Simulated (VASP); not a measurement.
A run of VASP 6.6.1:

POSCAR

```
Sr
1.0
    0.0000000000      3.0423500000      3.0423500000
    3.0423500000      0.0000000000      3.0423500000
    3.0423500000      3.0423500000      0.0000000000
Sr
1
Direct
    0.0000000000      0.0000000000      0.0000000000
```

The input INCAR.step1:

```
PREC = Accurate
ENCUT = 550
ISMEAR = 1
SIGMA = 0.1
LREAL = False
LASPH = True
NELM = 120
NBANDS = 11
GGA = PE
ALGO = Normal
EDIFF = 1E-5
LWAVE = True
LCHARG = False
GGA_COMPAT = False
```

File INCAR.step2:

```
PREC = Accurate
ENCUT = 550
EDIFF = 1E-6
ISMEAR = 1
SIGMA = 0.1
LREAL = False
LASPH = True
NELM = 120
ALGO = Normal
ISIF = 2
LWAVE = False
LCHARG = False
METAGGA = R2SCAN
LMIXTAU = True
NBANDS = 11
ISTART = 1
GGA_COMPAT = False
```

KPOINTS

```
regular mesh
0
Gamma
  9 9 9
```

Potentials or basis: VASP PAW PBE potentials, release 64 (Sr_sv).

Run with:

```bash
$ cat potpaw_PBE.64/Sr_sv/POTCAR > POTCAR
$ cp INCAR.step1 INCAR
$ mpirun -np 1 vasp_std > vasp.out
$ cp INCAR.step2 INCAR
$ mpirun -np 1 vasp_std > vasp.out
```

Hardware: 1 thread of Intel(R) Xeon(R) Platinum 8488C (Sapphire Rapids), on a shared host.

Problem. How long does it take, and how much memory?

Solution. Run time: 110 s on 1 thread of Intel(R) Xeon(R) Platinum 8488C (Sapphire Rapids), with other jobs on the host, peak memory 0.21 GiB. Counts: k points 35.
